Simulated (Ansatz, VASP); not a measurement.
**Two plane-wave programs on Au**

INCAR

```
SYSTEM = Au
PREC = Accurate
ENCUT = 520
EDIFF = 1E-6
ISMEAR = -1
SIGMA = 0.1
LREAL = .FALSE.
LASPH = .TRUE.
NELM = 60
ALGO = Normal
ISIF = 2
LWAVE = .FALSE.
LCHARG = .TRUE.
GGA = B5
ALDAX = 1.0
AGGAX = 1.0
AGGAC = 1.0
ALDAC = 0.0
LELF = .TRUE.
LVHAR = .TRUE.
NBANDS = 18
```

Contents of KPOINTS:

```
Automatic mesh
0
G
  13 13 9
  0 0 0
```

File POSCAR:

```
Au
1.0
   -2.5585506069      2.9300066291      1.4089567253
    2.9300066291     -2.5585506069      1.4089567253
    2.7354000988      2.7354000988     -0.7286343403
Au
2
Direct
    0.0114745961      0.9885254039      0.0000000000
    0.7385254039      0.2614745961      0.5000000000
```

Input for Ansatz:

```yaml
crystal:
  lattice:
    - [-2.5585506069, 2.9300066291, 1.4089567253]
    - [2.9300066291, -2.5585506069, 1.4089567253]
    - [2.7354000988, 2.7354000988, -0.7286343403]
  atoms:
    - { symbol: Au, position: [0.0114745961, 0.9885254039, 0.0] }
    - { symbol: Au, position: [0.7385254039, 0.2614745961, 0.5] }
hamiltonian:
  xc: blyp
  pseudopotentials:
    kind: paw
    azcp:
      Au: "pseudopotentials/Au.paw.azcp"
basis:
  ecutwfc: 420
  fft_grid_basis: typed
kpoints:
  mp_grid: { grid: [13, 13, 9], shift: [0, 0, 0] }
magnetization:
  spin_polarized: false
scf:
  occupations: { method: fermi_dirac, width: 0.1 }
  lower_state_search: "off"
output:
  stress: true
  write_density: true
  write_potential: true
  elf: true
  volumetric_format: npy
```

Alike in both runs: task single point; functional BLYP; k mesh 13 × 13 × 9; occupations fermi-dirac, width 0.1 eV; no spin polarisation.

|  | VASP | Ansatz |
| --- | --- | --- |
| version | VASP 6.6.1 | Ansatz 0.2.0 |
| potentials or method | VASP PAW PBE potentials, release 64 (Au), cutoff 520 eV | plane waves (420 eV) with PAW, scalar-relativistic |
| valence electrons in the cell | 22 | 38 |

```tsv
	VASP	Ansatz	Ansatz less VASP
pressure (GPa)	-2.8	-3.1	-0.34
traceless stress, the component that is largest in VASP (GPa)	-0.30	-0.41	-0.110
```

VASP's potentials were made for PBE, not for BLYP. The functional is the same, so the differences come from potentials, cutoffs and numerics. VASP's potentials hold 22 valence electrons a cell and Ansatz's 38, so a difference there can come from the potentials and not from the codes.

Spin-orbit coupling is off throughout.
